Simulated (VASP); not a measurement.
A run of VASP 6.6.1 is set up as follows.

File INCAR:

```
ALGO     = Normal         # electronic algorithm
EDIFF    = 1E-7           # SCF threshold, eV
ENCUT    = 520            # plane-wave cutoff, eV
GGA      = PS             # functional
ISIF     = 2              # what is computed and relaxed
ISMEAR   = 0              # smearing method
LASPH    = T              # aspherical terms in the spheres
LCHARG   = T              # write CHGCAR
LELF     = T              # ELF
LREAL    = F              # projectors in reciprocal space
LVHAR    = T            
LWAVE    = F              # write WAVECAR
NBANDS   = 22             # bands
NELM     = 100            # most SCF steps
PREC     = Accurate       # precision mode
SIGMA    = 0.15           # smearing width, eV
```

The input KPOINTS:

```
k-points
0
Gamma
  10 10 10
```

POSCAR

```
GaSb3
1.0
    0.0000000000      3.4862068544      3.7773051267
    3.4862068544      0.0000000000      3.7773051267
    3.4862068544      3.4862068544      0.0000000000
Ga Sb
1 3
Direct
    0.0000000000      0.0000000000      0.0000000000
    0.2500000000      0.2500000000      0.2500000000
    0.7500000000      0.7500000000      0.7500000000
    0.5000000000      0.5000000000      0.5000000000
```

Potentials or basis: VASP PAW PBE potentials, release 64 (Ga_d, Sb).

Launch:

```sh
$ cat potpaw_PBE.64/Ga_d/POTCAR potpaw_PBE.64/Sb/POTCAR > POTCAR
$ mpirun -np 1 vasp_std > vasp.out
```

**Question.** Estimate the pressure.

**Answer.** 4.5 GPa.

**Question.** What does it give for the band gap on the k mesh?

**Answer.** Zero (band 14 reaches 11.01 eV, above the bottom of band 15 at 6.26 eV).

Stress tensor (GPa, compression positive):
```
5.53 0.00 0.00
0.00 5.53 0.00
0.00 0.00 2.32
```

Caveat: the PAW data sets were made with another functional, which shifts forces and pressure a little; spin-orbit coupling is left out, which moves the levels of the heavy elements.
